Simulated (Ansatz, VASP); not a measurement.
**One calculation of ScSi4O, two programs**

```
Sc Si O
1.0
     0.00000    3.50733    3.50733
     3.50733    0.00000    3.50733
     3.50733    3.50733    0.00000
Sc Si O
1 4 1
Direct
  0.00000 0.00000 0.00000
  0.62370 0.62370 0.12889
  0.62370 0.12889 0.62370
  0.12889 0.62370 0.62370
  0.62370 0.62370 0.62370
  0.25000 0.25000 0.25000
```

Change from the starting cell: species swapped into the GdDyAl4 type (F-43m, No. 216).

Alike in both runs: functional PBE; k mesh 10 × 10 × 10; occupations gaussian, width 0.1 eV; no spin polarisation.

Ansatz relaxed the structure, and its values are those at the end. VASP's run is a single point on that final structure, the one shown.

|  | VASP | Ansatz |
| --- | --- | --- |
| version | VASP 6.6.1 | Ansatz 0.2.0 |
| potentials or method | VASP PAW PBE potentials, release 64 (Sc_sv, Si, O), cutoff 520 eV | scalar-relativistic, plane waves, PAW |
| valence electrons in the cell | 33 | 33 |

```tsv
	VASP	Ansatz	Ansatz less VASP
gap on the k mesh at the Fermi level (eV)	none	none	-
pressure (GPa)	0.0	0.0	+0.01
```

A gap of «none» marks a metal or a gap that the smearing closes.
